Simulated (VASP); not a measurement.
# WSe2 in VASP: single point with LDA

Aim: the single point of WSe2 with LDA.

Everything below comes from runs of VASP 6.6.1. Logs are shortened: lines on timing, memory, paths and dates and some standing lists are left out, and cuts for length are marked.

### Step 1. The cell of the first run

The cell holds a slab with vacuum, 6 atoms: a = 3.249 Å, b = 3.249 Å, c = 23.628 Å, α = 90.00°, β = 90.00°, γ = 120.00°.

### Step 2. Single point, LDA (atom 1 (W) moved by -0.830 Å along [1 0 0] and -0.553 Å along [0 0 1])

File INCAR:

```
SYSTEM = WSe2
PREC = Accurate
ENCUT = 520
EDIFF = 1E-6
ISMEAR = 0
SIGMA = 0.05
LREAL = .FALSE.
LASPH = .TRUE.
NELM = 80
ALGO = Normal
ISIF = 2
LWAVE = .FALSE.
LCHARG = .FALSE.
GGA = CA
NBANDS = 35
```

File KPOINTS:

```
regular mesh
0
G
  9 9 2
  0 0 0
```

File POSCAR:

```
WSe2
1.0
    3.2486079436      0.0000000000      0.0000000000
   -1.6243039718      2.8133770061      0.0000000000
    0.0000000000      0.0000000000     23.6283233151
W Se
2 4
Direct
    0.4111726168      0.3333333333      0.1120498590
    0.3333333333      0.6666666667      0.8645333292
    0.3333333333      0.6666666667      0.2058884835
    0.6666666667      0.3333333333      0.9351101390
    0.3333333333      0.6666666667      0.0648898610
    0.6666666667      0.3333333333      0.7941115165
```

Potentials or basis: VASP PAW LDA potentials, release 64 (W_sv, Se).

Launch:

```bash
$ cat potpaw_LDA.64/W_sv/POTCAR potpaw_LDA.64/Se/POTCAR > POTCAR
$ mpirun -np 1 vasp_std > vasp.out
```

OUTCAR:

```text
SYSTEM = WSe2
   PREC = Accurate
   ENCUT = 520
   EDIFF = 1E-6
   ISMEAR = 0
   LREAL = .FALSE.
   LASPH = .TRUE.
   NELM = 80
   ISIF = 2
   GGA = CA

 ion  position               nearest neighbor table
   1  0.411  0.333  0.112-   5 1.66   5 2.33   3 2.54   5 2.85   3 3.02
   2  0.333  0.667  0.865-   6 2.51   6 2.51   6 2.51   4 2.51   4 2.51   4 2.51
   3  0.333  0.667  0.206-   1 2.54   1 3.02
   4  0.667  0.333  0.935-   2 2.51   2 2.51   2 2.51
   5  0.333  0.667  0.065-   1 1.66   1 2.33   1 2.85
   6  0.667  0.333  0.794-   2 2.51   2 2.51   2 2.51

  LATTYP: Found a hexagonal cell.
 ALAT       =     3.2486079436
 C/A-ratio  =     7.2733686937

  Lattice vectors:

 A1 = (   3.2486079436,   0.0000000000,   0.0000000000)
 A2 = (  -1.6243039718,   2.8133770061,   0.0000000000)
 A3 = (   0.0000000000,   0.0000000000,  23.6283233151)

Analysis of symmetry for initial positions (statically):
=====================================================================
 Subroutine PRICEL returns:
 Original cell was already a primitive cell.

 Routine SETGRP: Setting up the symmetry group for a
 hexagonal supercell.

 Subroutine GETGRP returns: Found  1 space group operations
 (whereof  1 operations were pure point group operations)
 out of a pool of 24 trial point group operations.

The static configuration has the point symmetry C_1 .

Analysis of symmetry for dynamics (positions and initial velocities):
=====================================================================
 Subroutine PRICEL returns:
 Original cell was already a primitive cell.

 Routine SETGRP: Setting up the symmetry group for a
 hexagonal supercell.

 Subroutine GETGRP returns: Found  1 space group operations
 (whereof  1 operations were pure point group operations)
 out of a pool of 24 trial point group operations.

The dynamic configuration has the point symmetry C_1 .

 Subroutine INISYM returns: Found  1 space group operations
 (whereof  1 operations are pure point group operations),
 and found     1 'primitive' translations

----------------------------------------------------------------------------------------

                                     Primitive cell

  volume of cell :     215.9525

  direct lattice vectors                    reciprocal lattice vectors
     3.248607944  0.000000000  0.000000000     0.307824156  0.177722360  0.000000000
    -1.624303972  2.813377006  0.000000000     0.000000000  0.355444719  0.000000000
     0.000000000  0.000000000 23.628323315     0.000000000  0.000000000  0.042322089

  length of vectors
     3.248607944  3.248607944 23.628323315     0.355444719  0.355444719  0.042322089

  position of ions in fractional coordinates (direct lattice)
     0.411172617  0.333333333  0.112049859
     0.333333333  0.666666667  0.864533329
     0.333333333  0.666666667  0.205888483
     0.666666667  0.333333333  0.935110139
     0.333333333  0.666666667  0.064889861
     0.666666667  0.333333333  0.794111517

  ion indices of the primitive-cell ions
   primitive index   ion index
                 1           1
                 2           2
                 3           3
                 4           4
                 5           5
                 6           6

----------------------------------------------------------------------------------------

 KPOINTS: regular mesh

Automatic generation of k-mesh.
 Grid dimensions read from file:
 generate k-points for:    9    9    2

 Generating k-lattice:

  Cartesian coordinates                     Fractional coordinates (reciprocal lattice)
     0.034202684  0.019746929  0.000000000     0.111111111 -0.000000000  0.000000000
     0.000000000  0.039493858  0.000000000     0.000000000  0.111111111  0.000000000
     0.000000000  0.000000000  0.021161044     0.000000000  0.000000000  0.500000000

  Length of vectors
     0.039493858  0.039493858  0.021161044

  Shift w.r.t. Gamma in fractional coordinates (k-lattice)
     0.000000000  0.000000000  0.000000000

 Subroutine IBZKPT returns following result:
 ===========================================

 Found     82 irreducible k-points:

 Following reciprocal coordinates:
            Coordinates               Weight
  0.000000  0.000000  0.000000      1.000000
  0.111111  0.000000  0.000000      2.000000
  0.000000  0.111111  0.000000      2.000000
 -0.111111  0.111111  0.000000      2.000000
  0.222222  0.000000  0.000000      2.000000
  0.000000  0.222222  0.000000      2.000000
[... 16 lines left out ...]
  0.333333  0.111111  0.000000      2.000000
 -0.111111  0.444444  0.000000      2.000000
 [... further k-points ...]
   k-points           NKPTS =     82   k-points in BZ     NKDIM =     82   number of bands    NBANDS=     35
   number of dos      NEDOS =    301   number of ions     NIONS =      6
   total plane-waves  NPLWV = 103680
   dimension x,y,z NGX =    24 NGY =   24 NGZ =  180
   dimension x,y,z NGXF=    48 NGYF=   48 NGZF=  360
   ions per type =               2   4
   NGX,Y,Z   is equivalent  to a cutoff of  12.28, 12.28, 12.66 a.u.
   NGXF,Y,Z  is equivalent  to a cutoff of  24.56, 24.56, 25.33 a.u.
 SYSTEM =  WSe2
   PREC   = accura    normal or accurate (medium, high low for compatibility)
   ISTART =      0    job   : 0-new  1-cont  2-samecut
   ICHARG =      2    charge: 1-file 2-atom 10-const
   ISPIN  =      1    spin polarized calculation?
   LNONCOLLINEAR =      F non collinear calculations
   LSORBIT =      F    spin-orbit coupling
   LASPH  =      T    aspherical Exc in radial PAW
   ENCUT  =  520.0 eV  38.22 Ry    6.18 a.u.   6.04  6.04 43.93*2*pi/ulx,y,z
   NELM   =     80;   NELMIN=  2; NELMDL= -5     # of ELM steps
   EDIFF  = 0.1E-05   stopping-criterion for ELM
   LREAL  =      F    real-space projection
   EDIFFG = 0.1E-04   stopping-criterion for IOM
   NSW    =      0    number of steps for IOM
   IBRION =     -1    ionic relax: 0-MD 1-quasi-New 2-CG
   NFREE  =      0    steps in history (QN), initial steepest desc. (CG)
   ISIF   =      2    stress and relaxation
   ISYM   =      2    0-nonsym 1-usesym 2-fastsym
   POTIM  = 0.5000    time-step for ionic-motion
   TEBEG  =    0.0;   TEEND  =   0.0 temperature during run
   PSTRESS=    0.0 pullay stress
   NELECT =      52.0000    total number of electrons
   NUPDOWN=      -1.0000    fix difference up-down
   EMIN   =  10.00;   EMAX   =-10.00  energy-range for DOS
   EFERMI =   0.00;   METHOD = LEGACY
   ISMEAR =     0;   SIGMA  =   0.05  broadening in eV -4-tet -1-fermi 0-gaus
   EFERMI_NEDOS =   21; number of points for ismear=-14 and -15
   IALGO  =     38    algorithm
   IMIX   =      4    mixing-type and parameters
     AMIX     =   0.40;   BMIX     =  1.00
     AMIX_MAG =   1.60;   BMIX_MAG =  1.00
  volume/ion in A,a.u.               =      35.99       242.89
  Fermi-wavevector in a.u.,A,eV,Ry     =   1.018490  1.924666 14.113608  1.037321
  Thomas-Fermi vector in A             =   2.151950
   LORBIT       =      0    0 simple, 1 ext, 2 COOP (PROOUT), +10 PAW based schemes
   GGA     = CA    functional components
   LHFCALC =     F    Hartree Fock is set to
   AEXX    =    0.0000 exact exchange contribution
   IVDW    =     0    specifies the selected vdW correction
   LEPSILON=     F    determine dielectric tensor
   LRPA    =     F    only Hartree local field effects (RPA)
 non-spin polarized calculation
 Gauss-broadening in eV      SIGMA  =   0.05
  energy-cutoff  :      520.00
  volume of cell :      215.95
 maximum number of plane-waves:      5916
   NGX = 13   NGY = 13   NGZ = 87

 number of electron      51.9999997 magnetization

 Free energy of the ion-electron system (eV)
  ---------------------------------------------------
  ext. energy  EPLUGINS =         0.00000000
  ---------------------------------------------------
  free energy    TOTEN  =       -33.40588895 eV

  energy without entropy =      -33.40210481  energy(sigma->0) =      -33.40399688

 E-fermi :   1.9374     XC(G=0):  -6.4975

 val. band max:        1.9208989448   @ k =   0.4444   0.0000   0.0000
 cond. band min:       1.9401014594   @ k =   0.0000   0.1111   0.5000
 fundamental gap:      0.0192025146
 Fermi energy:         1.9373678486

 k-point     1 :       0.0000    0.0000    0.0000
  band No.  band energies     occupation
      1     -72.9815      2.00000
      2     -72.0165      2.00000
      3     -38.4050      2.00000
      4     -37.5343      2.00000
      5     -37.3545      2.00000
      6     -37.3540      2.00000
[... 27 lines left out ...]
     34       5.3236      0.00000
     35       5.8202      0.00000

 k-point     2 :       0.1111    0.0000    0.0000
  band No.  band energies     occupation
      1     -72.9800      2.00000
      2     -72.0149      2.00000
      3     -38.4074      2.00000
      4     -37.5279      2.00000
      5     -37.3869      2.00000
      6     -37.3621      2.00000
[... 27 lines left out ...]
     34       5.7821      0.00000
     35       6.0137      0.00000

 k-point     3 :       0.0000    0.1111    0.0000
  band No.  band energies     occupation
      1     -72.9800      2.00000
      2     -72.0142      2.00000
      3     -38.4237      2.00000
      4     -37.5279      2.00000
      5     -37.3871      2.00000
      6     -37.3619      2.00000
[... 27 lines left out ...]
     34       5.7811      0.00000
     35       6.1293      0.00000
[... 723 lines left out ...]
 k-point    23 :       0.3333    0.1111    0.0000
  band No.  band energies     occupation
      1     -72.9696      2.00000
      2     -72.0032      2.00000
      3     -38.4394      2.00000
      4     -37.5911      2.00000
      5     -37.4842      2.00000
      6     -37.4299      2.00000
[... 27 lines left out ...]
     34       5.9051      0.00000
     35       6.4522      0.00000

 k-point    24 :      -0.1111    0.4444    0.0000
  band No.  band energies     occupation
      1     -72.9696      2.00000
      2     -71.9976      2.00000
      3     -38.5762      2.00000
      4     -37.5914      2.00000
      5     -37.4842      2.00000
      6     -37.4296      2.00000
[... 27 lines left out ...]
     34       5.1404      0.00000
     35       6.4555      0.00000

 [... further k-points ...]

------------------------ aborting loop because EDIFF is reached ----------------------------------------

  FORCE on cell =-STRESS in cart. coord.  units (eV):
  Direction    XX          YY          ZZ          XY          YZ          ZX
  --------------------------------------------------------------------------------------
  -------------------------------------------------------------------------------------
  Total       21.3944494     31.5748598     40.1406380    -25.8225675    -31.6776138     27.4978889
  in kB      158.7280045    234.2576989    297.8082421   -191.5807478   -235.0200434    204.0101595
  external PRESSURE =     230.2646485 kB  Pullay stress =       0.0000000 kB

 VOLUME and BASIS-vectors are now :
 -----------------------------------------------------------------------------
  energy-cutoff  :      520.00
  volume of cell :      215.95
      direct lattice vectors                 reciprocal lattice vectors
     3.248607944  0.000000000  0.000000000     0.307824156  0.177722360  0.000000000
    -1.624303972  2.813377006  0.000000000     0.000000000  0.355444719  0.000000000
     0.000000000  0.000000000 23.628323315     0.000000000  0.000000000  0.042322089

 POSITION                                       TOTAL-FORCE (eV/Angst)
 -----------------------------------------------------------------------------------
      0.79430      0.93779      2.64755        24.775154    -27.939590     38.359291
     -0.00000      1.87558     20.42747        -0.004010      0.025931     -0.027409
     -0.00000      1.87558      4.86480        -0.013512     -0.121919     -0.933438
      1.62430      0.93779     22.09508         0.019922      0.011761      0.115549
     -0.00000      1.87558      1.53324       -24.780964     28.027046    -37.394178
      1.62430      0.93779     18.76352         0.003411     -0.003229     -0.119815
 -----------------------------------------------------------------------------------
    total drift:                                0.000243     -0.000002      0.000028

  FREE ENERGIE OF THE ION-ELECTRON SYSTEM (eV)
  ---------------------------------------------------
  free  energy   TOTEN  =       -33.4058889546 eV

  energy  without entropy=      -33.4021048148  energy(sigma->0) =      -33.40399688
```

Run time: 22 min. Hardware: 1 thread of Intel Xeon 8259CL, shared host; peak memory 0.61 GiB.

Results:

```yaml
Free_energy: -33.4059 eV
Largest_force: 53.534 eV/Å
Band_gap_on_the_k_mesh: zero (bands 26 and 27 overlap by 0.90 eV)
```

Forces on the atoms (eV/Å):
```
W    24.775 -27.940  38.359
W    -0.004   0.026  -0.027
Se   -0.014  -0.122  -0.933
Se    0.020   0.012   0.116
Se  -24.781  28.027 -37.394
Se    0.003  -0.003  -0.120
```

Caveat: the cell differs from its parent crystal (atom 1 (W) moved by -0.830 Å along [1 0 0] and -0.553 Å along [0 0 1]); atoms lie so close that the PAW spheres overlap strongly, which falsifies energies and pressures; there is no dipole correction, which matters where the two faces differ; spin-orbit coupling is left out, which moves the levels of the heavy elements.
